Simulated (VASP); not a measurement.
# CsTa2S4 (P-6m2) in VASP: further runs

The runs below take CsTa2S4 through single point, relaxation of cell and atoms, with PBE+D3(BJ).

Everything below comes from runs of VASP 6.6.1. Logs are shortened: lines on timing, memory, paths and dates and some standing lists are left out, and cuts for length are marked.

### Step 1. The cell of the first run

The structure is hexagonal, space group P-6m2 (No. 187). The conventional cell has a = 3.314 Å, b = 3.314 Å, c = 14.086 Å, α = 90.00°, β = 90.00°, γ = 120.00°. Cs (site symmetry -6m2) has 6 S at 3.10 Å and 6 Cs at 3.31 Å within 4.1 Å. Within 3.4 Å of Ta (site symmetry 3m) lie 6 S at 2.47 Å and 6 Ta at 3.31 Å. Within 3.4 Å of S (site symmetry 3m) lie 3 Ta at 2.47 Å and 8 S at 2.97 to 3.31 Å. S (site symmetry 3m) has 3 Ta at 2.47 Å and 3 Cs at 3.10 Å and 7 S at 3.12 to 3.31 Å within 3.4 Å.

### Step 2. Single point, PBE+D3(BJ)

The input, INCAR:

```
PREC     = Accurate       # precision mode
ENCUT    = 520            # plane-wave cutoff, eV
EDIFF    = 1E-7           # SCF threshold, eV
ISMEAR   = 0              # smearing method
SIGMA    = 0.1            # smearing width, eV
LREAL    = F              # projectors in reciprocal space
LASPH    = T              # aspherical terms in the spheres
NELM     = 60             # most SCF steps
ALGO     = Normal         # electronic algorithm
ISIF     = 2              # what is computed and relaxed
LWAVE    = F              # write WAVECAR
LCHARG   = T              # write CHGCAR
GGA      = PE             # functional
IVDW     = 12             # dispersion correction
LELF     = T              # ELF
LVHAR    = T            
NBANDS   = 36             # bands
```

The input, KPOINTS:

```
Automatic mesh
0
Gamma
  6 6 2
```

The input, POSCAR:

```
CsTa2S4
1.0
    3.3140008500      0.0000000000      0.0000000000
   -1.6570004300      2.8700089300      0.0000000000
    0.0000000000      0.0000000000     14.0856261300
Cs Ta S
1 2 4
Direct
    0.3333333300      0.6666666700      0.0000000000
    0.0000000000      0.0000000000      0.7160424800
    0.0000000000      0.0000000000      0.2839575200
    0.6666666700      0.3333333300      0.6054266200
    0.6666666700      0.3333333300      0.8266583300
    0.6666666700      0.3333333300      0.1733416700
    0.6666666700      0.3333333300      0.3945733800
```

Potentials or basis: VASP PAW PBE potentials, release 64 (Cs_sv, Ta_pv, S).

Started as:

```
> cat potpaw_PBE.64/Cs_sv/POTCAR potpaw_PBE.64/Ta_pv/POTCAR potpaw_PBE.64/S/POTCAR > POTCAR
> mpirun -np 1 vasp_std > vasp.out
```

OUTCAR:

```text
PREC = Accurate
   ENCUT = 520
   EDIFF = 1E-7
   ISMEAR = 0
   LREAL = F
   LASPH = T
   NELM = 60
   ISIF = 2
   GGA = PE
   IVDW = 12
 IVDW          = 12

 ion  position               nearest neighbor table
   1  0.333  0.667  0.000-
   2  0.000  0.000  0.716-   5 2.47   5 2.47   5 2.47   4 2.47   4 2.47   4 2.47
   3  0.000  0.000  0.284-   6 2.47   6 2.47   6 2.47   7 2.47   7 2.47   7 2.47
   4  0.667  0.333  0.605-   2 2.47   2 2.47   2 2.47
   5  0.667  0.333  0.827-   2 2.47   2 2.47   2 2.47
   6  0.667  0.333  0.173-   3 2.47   3 2.47   3 2.47
   7  0.667  0.333  0.395-   3 2.47   3 2.47   3 2.47

  LATTYP: Found a hexagonal cell.
 ALAT       =     3.3140008500
 C/A-ratio  =     4.2503387197

  Lattice vectors:

 A1 = (   3.3140008500,   0.0000000000,   0.0000000000)
 A2 = (  -1.6570004300,   2.8700089300,   0.0000000000)
 A3 = (   0.0000000000,   0.0000000000,  14.0856261300)

Analysis of symmetry for initial positions (statically):
=====================================================================
 Subroutine PRICEL returns:
 Original cell was already a primitive cell.

 Routine SETGRP: Setting up the symmetry group for a
 hexagonal supercell.

 Subroutine GETGRP returns: Found 12 space group operations
 (whereof 12 operations were pure point group operations)
 out of a pool of 24 trial point group operations.

The static configuration has the point symmetry D_3h.

Analysis of symmetry for dynamics (positions and initial velocities):
=====================================================================
 Subroutine PRICEL returns:
 Original cell was already a primitive cell.

 Routine SETGRP: Setting up the symmetry group for a
 hexagonal supercell.

 Subroutine GETGRP returns: Found 12 space group operations
 (whereof 12 operations were pure point group operations)
 out of a pool of 24 trial point group operations.

The dynamic configuration has the point symmetry D_3h.

 Subroutine INISYM returns: Found 12 space group operations
 (whereof 12 operations are pure point group operations),
 and found     1 'primitive' translations

----------------------------------------------------------------------------------------

                                     Primitive cell

  volume of cell :     133.9714

  direct lattice vectors                    reciprocal lattice vectors
[... 88 lines left out ...]
   EDIFFG = 0.1E-05   stopping-criterion for IOM
   NSW    =      0    number of steps for IOM
   IBRION =     -1    ionic relax: 0-MD 1-quasi-New 2-CG
   NFREE  =      0    steps in history (QN), initial steepest desc. (CG)
   ISIF   =      2    stress and relaxation
   ISYM   =      2    0-nonsym 1-usesym 2-fastsym
   POTIM  = 0.5000    time-step for ionic-motion
   TEBEG  =    0.0;   TEEND  =   0.0 temperature during run
   PSTRESS=    0.0 pullay stress
   NELECT =      55.0000    total number of electrons
   NUPDOWN=      -1.0000    fix difference up-down
   EMIN   =  10.00;   EMAX   =-10.00  energy-range for DOS
   EFERMI =   0.00;   METHOD = LEGACY
   ISMEAR =     0;   SIGMA  =   0.10  broadening in eV -4-tet -1-fermi 0-gaus
   EFERMI_NEDOS =   21; number of points for ismear=-14 and -15
   IALGO  =     38    algorithm
   IMIX   =      4    mixing-type and parameters
     AMIX     =   0.40;   BMIX     =  1.00
     AMIX_MAG =   1.60;   BMIX_MAG =  1.00
  volume/ion in A,a.u.               =      19.14       129.15
  Fermi-wavevector in a.u.,A,eV,Ry     =   1.216723  2.299273 20.142267  1.480415
  Thomas-Fermi vector in A             =   2.352067
   LORBIT       =      0    0 simple, 1 ext, 2 COOP (PROOUT), +10 PAW based schemes
   GGA     = PE    functional components
   LHFCALC =     F    Hartree Fock is set to
   AEXX    =    0.0000 exact exchange contribution
   IVDW    =    12    specifies the selected vdW correction
   LEPSILON=     F    determine dielectric tensor
   LRPA    =     F    only Hartree local field effects (RPA)
 non-spin polarized calculation
 Gauss-broadening in eV      SIGMA  =   0.10
  energy-cutoff  :      520.00
  volume of cell :      133.97
 maximum number of plane-waves:      3654
 NGX is ok and might be reduce to    28
   NGX = 13   NGY = 13   NGZ = 53

 number of electron      54.9999996 magnetization

 Free energy of the ion-electron system (eV)
  ---------------------------------------------------
  ext. energy  EPLUGINS =         0.00000000
  ---------------------------------------------------
  free energy    TOTEN  =       -47.34391084 eV

  energy without entropy =      -47.31953367  energy(sigma->0) =      -47.33172225

 E-fermi :   6.1275     XC(G=0): -10.8728

 val. band max:        6.0962249561   @ k =   0.3333   0.1667   0.0000
 cond. band min:       6.1660727838   @ k =   0.1667  -0.0000   0.5000
 fundamental gap:      0.0698478277
 Fermi energy:         6.1274628674

 k-point     1 :       0.0000    0.0000    0.0000
  band No.  band energies     occupation
      1     -28.4271      2.00000
      2     -28.4270      2.00000
      3     -28.2318      2.00000
      4     -28.2318      2.00000
      5     -28.2318      2.00000
      6     -28.2318      2.00000
[... 535 lines left out ...]
     35      10.7727      0.00000
     36      11.4207      0.00000

------------------------ aborting loop because EDIFF is reached ----------------------------------------

 Edisp (eV)   -3.04175

 E8    (eV) :    -1.3909

  FORCE on cell =-STRESS in cart. coord.  units (eV):
  Direction    XX          YY          ZZ          XY          YZ          ZX
  --------------------------------------------------------------------------------------
  -------------------------------------------------------------------------------------
  Total       6.61774     6.61774     5.00672    -0.00000     0.00000     0.00000
  in kB      79.14218    79.14218    59.87588    -0.00000     0.00000     0.00000
  external pressure =       72.72 kB  Pullay stress =        0.00 kB

 VOLUME and BASIS-vectors are now :
 -----------------------------------------------------------------------------
  energy-cutoff  :      520.00
  volume of cell :      133.97
      direct lattice vectors                 reciprocal lattice vectors
     3.314000850  0.000000000  0.000000000     0.301750073  0.174215486  0.000000000
    -1.657000430  2.870008930  0.000000000     0.000000000  0.348430972  0.000000000
     0.000000000  0.000000000 14.085626130     0.000000000  0.000000000  0.070994359

 POSITION                                       TOTAL-FORCE (eV/Angst)
 -----------------------------------------------------------------------------------
     -0.00000      1.91334      0.00000        -0.000000     -0.000000      0.000000
      0.00000      0.00000     10.08591        -0.000000     -0.000000     -0.563891
      0.00000      0.00000      3.99972        -0.000000     -0.000000      0.563891
      1.65700      0.95667      8.52781        -0.000000      0.000000      0.602529
      1.65700      0.95667     11.64400         0.000000      0.000000     -0.514439
      1.65700      0.95667      2.44163         0.000000      0.000000      0.514439
      1.65700      0.95667      5.55781         0.000000      0.000000     -0.602529
 -----------------------------------------------------------------------------------
    total drift:                               -0.000026      0.000015      0.000000

  FREE ENERGIE OF THE ION-ELECTRON SYSTEM (eV)
  ---------------------------------------------------
  free  energy   TOTEN  =       -50.3856657550 eV

  energy  without entropy=      -50.3612885820  energy(sigma->0) =      -50.37347717
```

OSZICAR:

```text
N       E                     dE             d eps       ncg     rms          rms(c)
DAV:   1     0.441583097168E+03    0.44158E+03   -0.27349E+04  1008   0.141E+03
DAV:   2    -0.216000755520E+02   -0.46318E+03   -0.45114E+03  1252   0.349E+02
DAV:   3    -0.499012728496E+02   -0.28301E+02   -0.28060E+02  1248   0.807E+01
DAV:   4    -0.504938101312E+02   -0.59254E+00   -0.58777E+00  1344   0.123E+01
DAV:   5    -0.505058425244E+02   -0.12032E-01   -0.12019E-01  1252   0.175E+00    0.282E+01
DAV:   6    -0.475717599590E+02    0.29341E+01   -0.11255E+01  1232   0.156E+01    0.153E+01
DAV:   7    -0.473793246847E+02    0.19244E+00   -0.22852E+00  1252   0.624E+00    0.469E+00
DAV:   8    -0.473480687003E+02    0.31256E-01   -0.39413E-01  1264   0.298E+00    0.154E+00
DAV:   9    -0.473447847236E+02    0.32840E-02   -0.40111E-02  1320   0.878E-01    0.620E-01
DAV:  10    -0.473435965370E+02    0.11882E-02   -0.11579E-02  1336   0.495E-01    0.206E-01
DAV:  11    -0.473438154013E+02   -0.21886E-03   -0.14011E-03  1264   0.175E-01    0.119E-01
DAV:  12    -0.473438775802E+02   -0.62179E-04   -0.22543E-04  1272   0.742E-02    0.596E-02
DAV:  13    -0.473439041030E+02   -0.26523E-04   -0.53444E-05  1216   0.372E-02    0.260E-02
DAV:  14    -0.473439108680E+02   -0.67650E-05   -0.13350E-05  1256   0.166E-02    0.970E-03
DAV:  15    -0.473439108837E+02   -0.15738E-07   -0.20250E-06  1216   0.623E-03    0.597E-03
DAV:  16    -0.473439108393E+02    0.44422E-07   -0.52587E-07  1168   0.294E-03
   1 F= -.50385666E+02 E0= -.50373477E+02  d E =-.243772E-01
```

stdout:

```text
POSCAR found type information on POSCAR CsTaS
 POSCAR found :  3 types and       7 ions
 scaLAPACK will be used
 LDA part: xc-table for (Slater+PW92), standard interpolation
 POSCAR, INCAR and KPOINTS ok, starting setup
 FFT: planning ... GRIDC
 FFT: planning ... GRID_SOFT
 FFT: planning ... GRID
 WAVECAR not read
 entering main loop
```

It took 89 s on 1 thread of Intel Xeon 6975P-C (Granite Rapids), shared host; peak memory 0.3 GiB.

Results:

* Free energy: -50.3857 eV
* Pressure: 7.3 GPa
* Largest force: 0.603 eV/Å
* Band gap on the k mesh: zero (an odd number of electrons rules out a gap without spin polarisation)
* Dispersion energy per atom: -0.435 eV

Forces on the atoms (eV/Å):
```
Cs   0.000  0.000  0.000
Ta   0.000  0.000 -0.564
Ta   0.000  0.000  0.564
S    0.000  0.000  0.603
S    0.000  0.000 -0.514
S    0.000  0.000  0.514
S    0.000  0.000 -0.603
```

Caveat: the k points lie up to 0.36 Å⁻¹ apart, too coarse for converged energies and pressures of a metal; spin-orbit coupling is left out, which moves the levels of the heavy elements.

### Step 3. Single point, PBE+D3(BJ)

This run uses another cell than the first one, of 21.20 Å³/atom.

The input, INCAR:

```
PREC = Accurate
ENCUT = 520
EDIFF = 1E-6
ISMEAR = 0
SIGMA = 0.1
LREAL = F
LASPH = T
NELM = 80
ALGO = Normal
ISIF = 2
LWAVE = F
LCHARG = F
GGA = PE
IVDW = 12
NBANDS = 36
```

The input, KPOINTS:

```
regular mesh
0
Gamma
  6 6 2
```

The input, POSCAR:

```
CsTa2S4
1.0
    3.4150008720      0.0000000030      0.0000000000
   -1.7075004386      2.9574775076      0.0000000000
    0.0000000000      0.0000000000     14.6914462636
Cs Ta S
1 2 4
Direct
    0.3333333333      0.6666666667      0.0000000000
    0.0000000000      0.0000000000      0.7170832438
    0.0000000000      0.0000000000      0.2829167562
    0.6666666667      0.3333333333      0.6152684441
    0.6666666667      0.3333333333      0.8218905493
    0.6666666667      0.3333333333      0.1781094507
    0.6666666667      0.3333333333      0.3847315559
```

Potentials or basis: VASP PAW PBE potentials, release 64 (Cs_sv, Ta_pv, S).

Started as:

```
> cat potpaw_PBE.64/Cs_sv/POTCAR potpaw_PBE.64/Ta_pv/POTCAR potpaw_PBE.64/S/POTCAR > POTCAR
> mpirun -np 1 vasp_std > vasp.out
```

OUTCAR:

```text
PREC = Accurate
   ENCUT = 520
   EDIFF = 1E-6
   ISMEAR = 0
   LREAL = F
   LASPH = T
   NELM = 80
   ISIF = 2
   GGA = PE
   IVDW = 12
 IVDW          = 12

 ion  position               nearest neighbor table
   1  0.333  0.667  0.000-
   2  0.000  0.000  0.717-   4 2.47   4 2.47   4 2.47   5 2.50   5 2.50   5 2.50
   3  0.000  0.000  0.283-   7 2.47   7 2.47   7 2.47   6 2.50   6 2.50   6 2.50
   4  0.667  0.333  0.615-   2 2.47   2 2.47   2 2.47
   5  0.667  0.333  0.822-   2 2.50   2 2.50   2 2.50
   6  0.667  0.333  0.178-   3 2.50   3 2.50   3 2.50
   7  0.667  0.333  0.385-   3 2.47   3 2.47   3 2.47

  LATTYP: Found a hexagonal cell.
 ALAT       =     3.4150008720
 C/A-ratio  =     4.3020329465

  Lattice vectors:

 A1 = (   3.4150008720,   0.0000000030,   0.0000000000)
 A2 = (  -1.7075004386,   2.9574775076,   0.0000000000)
 A3 = (   0.0000000000,   0.0000000000,  14.6914462636)

Analysis of symmetry for initial positions (statically):
=====================================================================
 Subroutine PRICEL returns:
[... 175 lines left out ...]
 fundamental gap:      0.3381840871
 Fermi energy:         5.2940320868

 k-point     1 :       0.0000    0.0000    0.0000
  band No.  band energies     occupation
      1     -29.4886      2.00000
      2     -29.4886      2.00000
      3     -29.3400      2.00000
      4     -29.3400      2.00000
      5     -29.3400      2.00000
      6     -29.3400      2.00000
[... 535 lines left out ...]
     35       9.4502      0.00000
     36      10.0781      0.00000

------------------------ aborting loop because EDIFF is reached ----------------------------------------

 Edisp (eV)   -2.74634

 E8    (eV) :    -1.2561

  FORCE on cell =-STRESS in cart. coord.  units (eV):
  Direction    XX          YY          ZZ          XY          YZ          ZX
  --------------------------------------------------------------------------------------
  -------------------------------------------------------------------------------------
  Total       0.13583     0.13583     0.16285    -0.00000     0.00000    -0.00000
  in kB       1.46662     1.46662     1.75846    -0.00000     0.00000    -0.00000
  external pressure =        1.56 kB  Pullay stress =        0.00 kB

 VOLUME and BASIS-vectors are now :
 -----------------------------------------------------------------------------
  energy-cutoff  :      520.00
  volume of cell :      148.38
      direct lattice vectors                 reciprocal lattice vectors
     3.415000872  0.000000003  0.000000000     0.292825694  0.169062993  0.000000000
    -1.707500439  2.957477508  0.000000000    -0.000000000  0.338125986  0.000000000
     0.000000000  0.000000000 14.691446264     0.000000000  0.000000000  0.068066818

 POSITION                                       TOTAL-FORCE (eV/Angst)
 -----------------------------------------------------------------------------------
     -0.00000      1.97165      0.00000         0.000000      0.000000     -0.000000
      0.00000      0.00000     10.53499         0.000000      0.000000     -0.006521
      0.00000      0.00000      4.15646         0.000000      0.000000      0.006521
      1.70750      0.98583      9.03918         0.000000     -0.000000     -0.003050
      1.70750      0.98583     12.07476        -0.000000      0.000000     -0.015834
      1.70750      0.98583      2.61669        -0.000000      0.000000      0.015834
      1.70750      0.98583      5.65226         0.000000     -0.000000      0.003050
 -----------------------------------------------------------------------------------
    total drift:                               -0.000001      0.000000      0.000000

  FREE ENERGIE OF THE ION-ELECTRON SYSTEM (eV)
  ---------------------------------------------------
  free  energy   TOTEN  =       -50.8019590202 eV

  energy  without entropy=      -50.8009200129  energy(sigma->0) =      -50.80143952
```

It took 68 s on 1 thread of Intel Xeon 6975P-C (Granite Rapids), shared host; peak memory 0.3 GiB.

What came out:

- Free energy: -50.8020 eV
- Pressure: 0.2 GPa
- Largest force: 0.016 eV/Å
- Band gap on the k mesh: zero (an odd number of electrons rules out a gap without spin polarisation)
- Dispersion energy per atom: -0.392 eV

Forces on the atoms (eV/Å):
```
Cs   0.000  0.000  0.000
Ta   0.000  0.000 -0.007
Ta   0.000  0.000  0.007
S    0.000  0.000 -0.003
S    0.000  0.000 -0.016
S    0.000  0.000  0.016
S    0.000  0.000  0.003
```

Caveat: spin-orbit coupling is left out, which moves the levels of the heavy elements.

(Continued in part 2 of 2.)

The gap in the log of VASP goes by the Fermi energy; the results here count the filled bands.